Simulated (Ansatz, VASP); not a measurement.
# Two plane-wave programs on Ta

```
Ta
1.0
    -1.64624    1.64624    1.64624
     1.64624   -1.64624    1.64624
     1.64624    1.64624   -1.64624
Ta
1
Direct
  0.00000 0.00000 0.00000
```

Alike in both runs: functional r2SCAN; k mesh 8 × 8 × 8; occupations gaussian, width 0.1541 eV; non-collinear spin, spin-orbit coupling.

Ansatz relaxed the structure, and its values are those at the end. VASP's run is a single point on that final structure, the one shown.

```csv
,VASP,Ansatz
version,VASP 6.6.1,Ansatz 0.2.0
potentials or method,"VASP PAW PBE potentials, release 64 (Ta_pv), cutoff 550 eV",PAW plane waves
valence electrons in the cell,11,13
```

Ansatz gave:

* pressure (GPa): 0.0
* net moment per atom (μB): 0.00

Task: Estimate VASP's values.

Result: Pressure (GPa): 0.4; net moment per atom (μB): 0.00.

VASP's potentials were made for PBE, not for r2SCAN. The functional is the same, so the differences come from potentials, cutoffs and numerics. VASP's potentials hold 11 valence electrons a cell and Ansatz's 13, so a difference there can come from the potentials and not from the codes.
